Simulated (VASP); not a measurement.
TlCl:

```xyz
2
Lattice="3.7936 0.0000 0.0000 0.0000 3.7936 0.0000 0.0000 0.0000 3.7936" Properties=species:S:1:pos:R:3 pbc="T T T"
Tl    0.0000    0.0000    0.0000
Cl    1.8968    1.8968    1.8968
```

Base run:

* Program: VASP 6.6.1
* Functional: PBE-based global hybrid with 30 % exact exchange
* Potentials or basis: VASP PAW PBE potentials, release 64 (Tl_d, Cl)
* Cutoff: 400 eV
* k mesh: 4 × 4 × 4
* Occupations: gaussian, width 0.01 eV
* Spin: no spin polarisation

Its results: band gap on the k mesh 3.73 eV; pressure 1.5 GPa.

Problem. The run is repeated on the same cell with these changes: functional from PBE-based global hybrid with 30 % exact exchange to HSE06; share of exact exchange from 0.3 to 0.25. What comes out?

Solution. Band gap on the k mesh 2.74 eV; pressure 1.9 GPa.

Caveats: the PAW data sets were made with another functional, which shifts forces and pressure a little; spin-orbit coupling is left out, which moves the levels of the heavy elements.

A k mesh can miss the band edges.
